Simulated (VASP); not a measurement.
# TiC3 (P6/mmm) in VASP: single point with PBE

Aim: the single point of TiC3 with PBE.

Program: VASP 6.6.1. These are calculated values, not measurements. Logs are shortened: lines on timing, memory, paths and dates and some standing lists are left out, and cuts for length are marked.

### 1 The cell of the first run

Symmetry: P6/mmm, No. 191, hexagonal system. Conventional cell: a = 3.780 Å, b = 3.780 Å, c = 4.051 Å, α = 90.00°, β = 90.00°, γ = 120.00°. Ti (site symmetry 6/mmm) has 8 C at 2.03 to 2.18 Å within 2.7 Å. Within 3.0 Å of C (site symmetry -6m2) lie 3 Ti at 2.18 Å and 9 C at 2.18 to 2.98 Å. C (site symmetry 6/mmm) has 2 Ti at 2.03 Å within 2.7 Å.

The cell was generated, and may not be a known phase.

### 2 Single point, PBE

The input, INCAR:

```
SYSTEM = TiC3
PREC = Accurate ; ENCUT = 600
EDIFF = 1E-6 ; ISMEAR = 0
SIGMA = 0.2 ; LREAL = .FALSE.
LASPH = .TRUE. ; NELM = 120
ALGO = Normal ; ISIF = 2
LWAVE = .FALSE. ; LCHARG = .TRUE.
GGA = PE ; LELF = .TRUE.
LVHAR = .TRUE. ; NBANDS = 20
GGA_COMPAT = .FALSE.
```

The input, KPOINTS:

```
Automatic mesh
0
G
  6 6 5
  0 0 0
```

The input, POSCAR:

```
TiC3
1.0
    3.7797701503      0.0000000000      0.0000000000
   -1.8898850751      3.2733769706      0.0000000000
    0.0000000000      0.0000000000      4.0508371041
Ti C
1 3
Direct
    0.0000000000      0.0000000000      0.5000000000
    0.3333333333      0.6666666667      0.5000000000
    0.6666666667      0.3333333333      0.5000000000
    0.0000000000      0.0000000000      0.0000000000
```

Potentials or basis: VASP PAW PBE potentials, release 64 (Ti_sv, C).

On the command line:

```
$ cat potpaw_PBE.64/Ti_sv/POTCAR potpaw_PBE.64/C/POTCAR > POTCAR
$ mpirun -np 1 vasp_std > vasp.out
```

OUTCAR:

```text
SYSTEM = TiC3
   PREC = Accurate
   ENCUT = 600
   EDIFF = 1E-6
   ISMEAR = 0
   LREAL = .FALSE.
   LASPH = .TRUE.
   NELM = 120
   ISIF = 2
   GGA = PE

 ion  position               nearest neighbor table
   1  0.000  0.000  0.500-   4 2.03   4 2.03   2 2.18   3 2.18   2 2.18   3 2.18   3 2.18   2 2.18

   2  0.333  0.667  0.500-   1 2.18   1 2.18   1 2.18
   3  0.667  0.333  0.500-   1 2.18   1 2.18   1 2.18
   4  0.000  0.000  0.000-   1 2.03   1 2.03

  LATTYP: Found a hexagonal cell.
 ALAT       =     3.7797701503
 C/A-ratio  =     1.0717151951

  Lattice vectors:

 A1 = (   3.7797701503,   0.0000000000,   0.0000000000)
 A2 = (  -1.8898850751,   3.2733769706,   0.0000000000)
 A3 = (   0.0000000000,   0.0000000000,   4.0508371041)

Analysis of symmetry for initial positions (statically):
=====================================================================
 Subroutine PRICEL returns:
 Original cell was already a primitive cell.

 Routine SETGRP: Setting up the symmetry group for a
 hexagonal supercell.

 Subroutine GETGRP returns: Found 24 space group operations
 (whereof 24 operations were pure point group operations)
 out of a pool of 24 trial point group operations.

The static configuration has the point symmetry D_6h.

Analysis of symmetry for dynamics (positions and initial velocities):
=====================================================================
 Subroutine PRICEL returns:
 Original cell was already a primitive cell.

 Routine SETGRP: Setting up the symmetry group for a
 hexagonal supercell.

 Subroutine GETGRP returns: Found 24 space group operations
 (whereof 24 operations were pure point group operations)
 out of a pool of 24 trial point group operations.

The dynamic configuration has the point symmetry D_6h.

 Subroutine INISYM returns: Found 24 space group operations
 (whereof 24 operations are pure point group operations),
 and found     1 'primitive' translations

----------------------------------------------------------------------------------------

                                     Primitive cell

  volume of cell :      50.1194

  direct lattice vectors                    reciprocal lattice vectors
     3.779770150  0.000000000  0.000000000     0.264566352  0.152747455  0.000000000
    -1.889885075  3.273376971  0.000000000     0.000000000  0.305494909  0.000000000
     0.000000000  0.000000000  4.050837104     0.000000000  0.000000000  0.246862556

  length of vectors
     3.779770150  3.779770150  4.050837104     0.305494909  0.305494909  0.246862556

  position of ions in fractional coordinates (direct lattice)
     0.000000000  0.000000000  0.500000000
     0.333333333  0.666666667  0.500000000
     0.666666667  0.333333333  0.500000000
     0.000000000  0.000000000  0.000000000

  ion indices of the primitive-cell ions
   primitive index   ion index
                 1           1
                 2           2
                 3           3
                 4           4

----------------------------------------------------------------------------------------

 KPOINTS: Automatic mesh

Automatic generation of k-mesh.
 Grid dimensions read from file:
 generate k-points for:    6    6    5

 Generating k-lattice:

  Cartesian coordinates                     Fractional coordinates (reciprocal lattice)
     0.044094392  0.025457909  0.000000000     0.166666667  0.000000000  0.000000000
     0.000000000  0.050915818  0.000000000     0.000000000  0.166666667  0.000000000
     0.000000000  0.000000000  0.049372511     0.000000000  0.000000000  0.200000000

  Length of vectors
     0.050915818  0.050915818  0.049372511

  Shift w.r.t. Gamma in fractional coordinates (k-lattice)
     0.000000000  0.000000000  0.000000000

 Subroutine IBZKPT returns following result:
 ===========================================

 Found     21 irreducible k-points:

 Following reciprocal coordinates:
            Coordinates               Weight
  0.000000  0.000000  0.000000      1.000000
  0.166667  0.000000  0.000000      6.000000
  0.333333  0.000000  0.000000      6.000000
  0.500000  0.000000  0.000000      3.000000
  0.166667  0.166667  0.000000      6.000000
  0.333333  0.166667  0.000000     12.000000
[... 13 lines left out ...]
  0.333333  0.166667  0.400000     24.000000
  0.333333  0.333333  0.400000      4.000000
   k-points           NKPTS =     21   k-points in BZ     NKDIM =     21   number of bands    NBANDS=     20
   number of dos      NEDOS =    301   number of ions     NIONS =      4
   total plane-waves  NPLWV =  28800
   dimension x,y,z NGX =    30 NGY =   30 NGZ =   32
   dimension x,y,z NGXF=    60 NGYF=   60 NGZF=   64
   ions per type =               1   3
   NGX,Y,Z   is equivalent  to a cutoff of  13.19, 13.19, 13.13 a.u.
   NGXF,Y,Z  is equivalent  to a cutoff of  26.39, 26.39, 26.27 a.u.
 SYSTEM =  TiC3
   PREC   = accura    normal or accurate (medium, high low for compatibility)
   ISTART =      0    job   : 0-new  1-cont  2-samecut
   ICHARG =      2    charge: 1-file 2-atom 10-const
   ISPIN  =      1    spin polarized calculation?
   LNONCOLLINEAR =      F non collinear calculations
   LSORBIT =      F    spin-orbit coupling
   LASPH  =      T    aspherical Exc in radial PAW
   ENCUT  =  600.0 eV  44.10 Ry    6.64 a.u.   7.55  7.55  8.09*2*pi/ulx,y,z
   NELM   =    120;   NELMIN=  2; NELMDL= -5     # of ELM steps
   EDIFF  = 0.1E-05   stopping-criterion for ELM
   LREAL  =      F    real-space projection
   EDIFFG = 0.1E-04   stopping-criterion for IOM
   NSW    =      0    number of steps for IOM
   IBRION =     -1    ionic relax: 0-MD 1-quasi-New 2-CG
   NFREE  =      0    steps in history (QN), initial steepest desc. (CG)
   ISIF   =      2    stress and relaxation
   ISYM   =      2    0-nonsym 1-usesym 2-fastsym
   POTIM  = 0.5000    time-step for ionic-motion
   TEBEG  =    0.0;   TEEND  =   0.0 temperature during run
   PSTRESS=    0.0 pullay stress
   NELECT =      24.0000    total number of electrons
   NUPDOWN=      -1.0000    fix difference up-down
   EMIN   =  10.00;   EMAX   =-10.00  energy-range for DOS
   EFERMI =   0.00;   METHOD = LEGACY
   ISMEAR =     0;   SIGMA  =   0.20  broadening in eV -4-tet -1-fermi 0-gaus
   EFERMI_NEDOS =   21; number of points for ismear=-14 and -15
   IALGO  =     38    algorithm
   IMIX   =      4    mixing-type and parameters
     AMIX     =   0.40;   BMIX     =  1.00
     AMIX_MAG =   1.60;   BMIX_MAG =  1.00
  volume/ion in A,a.u.               =      12.53        84.56
  Fermi-wavevector in a.u.,A,eV,Ry     =   1.280786  2.420334 22.319165  1.640412
  Thomas-Fermi vector in A             =   2.413194
   LORBIT       =      0    0 simple, 1 ext, 2 COOP (PROOUT), +10 PAW based schemes
   GGA     = PE    functional components
   LHFCALC =     F    Hartree Fock is set to
   AEXX    =    0.0000 exact exchange contribution
   IVDW    =     0    specifies the selected vdW correction
   LEPSILON=     F    determine dielectric tensor
   LRPA    =     F    only Hartree local field effects (RPA)
 non-spin polarized calculation
 Gauss-broadening in eV      SIGMA  =   0.20
  energy-cutoff  :      600.00
  volume of cell :       50.12
 maximum number of plane-waves:      1694
   NGX = 15   NGY = 15   NGZ = 17

 number of electron      24.0000004 magnetization

 Free energy of the ion-electron system (eV)
  ---------------------------------------------------
  ext. energy  EPLUGINS =         0.00000000
  ---------------------------------------------------
  free energy    TOTEN  =       -25.32360549 eV

  energy without entropy =      -25.24043623  energy(sigma->0) =      -25.28202086

 E-fermi :   3.9458     XC(G=0): -10.4496

 val. band max:        3.9356814501   @ k =   0.1667   0.0000   0.0000
 cond. band min:       3.9503768049   @ k =   0.1667   0.1667   0.2000
 fundamental gap:      0.0146953548
 Fermi energy:         3.9457711595

 k-point     1 :       0.0000    0.0000    0.0000
  band No.  band energies     occupation
      1     -51.9054      2.00000
      2     -28.2666      2.00000
      3     -28.2666      2.00000
      4     -28.1463      2.00000
      5      -9.0137      2.00000
      6      -4.9020      2.00000
[... 12 lines left out ...]
     19       9.2040      0.00000
     20      10.4621      0.00000

 k-point     2 :       0.1667    0.0000    0.0000
  band No.  band energies     occupation
      1     -51.9043      2.00000
      2     -28.2865      2.00000
      3     -28.2718      2.00000
      4     -28.1447      2.00000
      5      -8.6661      2.00000
      6      -4.8648      2.00000
[... 12 lines left out ...]
     19       9.5038      0.00000
     20      10.8022      0.00000

 k-point     3 :       0.3333    0.0000    0.0000
  band No.  band energies     occupation
      1     -51.9023      2.00000
      2     -28.3262      2.00000
      3     -28.2823      2.00000
      4     -28.1414      2.00000
      5      -7.7073      2.00000
      6      -5.0073      2.00000
[... 12 lines left out ...]
     19       9.5802      0.00000
     20      10.3689      0.00000

 k-point     4 :       0.5000    0.0000    0.0000
  band No.  band energies     occupation
      1     -51.9012      2.00000
      2     -28.3458      2.00000
      3     -28.2875      2.00000
      4     -28.1398      2.00000
      5      -6.5286      2.00000
      6      -6.1552      2.00000
[... 360 lines left out ...]
 k-point    20 :       0.3333    0.1667    0.4000
  band No.  band energies     occupation
      1     -51.9011      2.00000
      2     -28.3340      2.00000
      3     -28.2957      2.00000
      4     -28.1532      2.00000
      5      -6.6227      2.00000
      6      -5.2392      2.00000
[... 12 lines left out ...]
     19       9.5602      0.00000
     20      11.1819      0.00000

 k-point    21 :       0.3333    0.3333    0.4000
  band No.  band energies     occupation
      1     -51.9006      2.00000
      2     -28.3211      2.00000
      3     -28.3211      2.00000
      4     -28.1523      2.00000
      5      -5.8161      2.00000
      6      -5.8161      2.00000
[... 12 lines left out ...]
     19       9.4796      0.00000
     20       9.4796      0.00000

------------------------ aborting loop because EDIFF is reached ----------------------------------------

  FORCE on cell =-STRESS in cart. coord.  units (eV):
  Direction    XX          YY          ZZ          XY          YZ          ZX
  --------------------------------------------------------------------------------------
  -------------------------------------------------------------------------------------
  Total       -0.0449314     -0.0449314      0.1499441     -0.0000000      0.0000000     -0.0000000
  in kB       -1.4363308     -1.4363308      4.7932913     -0.0000000      0.0000000     -0.0000000
  external PRESSURE =       0.6402099 kB  Pullay stress =       0.0000000 kB

 VOLUME and BASIS-vectors are now :
 -----------------------------------------------------------------------------
  energy-cutoff  :      600.00
  volume of cell :       50.12
      direct lattice vectors                 reciprocal lattice vectors
     3.779770150  0.000000000  0.000000000     0.264566352  0.152747455  0.000000000
    -1.889885075  3.273376971  0.000000000     0.000000000  0.305494909  0.000000000
     0.000000000  0.000000000  4.050837104     0.000000000  0.000000000  0.246862556

 POSITION                                       TOTAL-FORCE (eV/Angst)
 -----------------------------------------------------------------------------------
      0.00000      0.00000      2.02542        -0.000000      0.000000      0.000000
     -0.00000      2.18225      2.02542         0.000000      0.000000     -0.000000
      1.88989      1.09113      2.02542        -0.000000      0.000000      0.000000
      0.00000      0.00000      0.00000        -0.000000      0.000000      0.000000
 -----------------------------------------------------------------------------------
    total drift:                                0.000000     -0.000000      0.000000

  FREE ENERGIE OF THE ION-ELECTRON SYSTEM (eV)
  ---------------------------------------------------
  free  energy   TOTEN  =       -25.3236054941 eV

  energy  without entropy=      -25.2404362303  energy(sigma->0) =      -25.28202086
```

Run time: 46 s. Hardware: 1 thread of Intel Xeon 8259CL, shared host; peak memory 0.18 GiB.

Results:

```
Free energy            : -25.3236 eV
Pressure               : 0.1 GPa
Band gap on the k mesh : zero (bands 12 and 13 overlap by 1.17 eV)
```
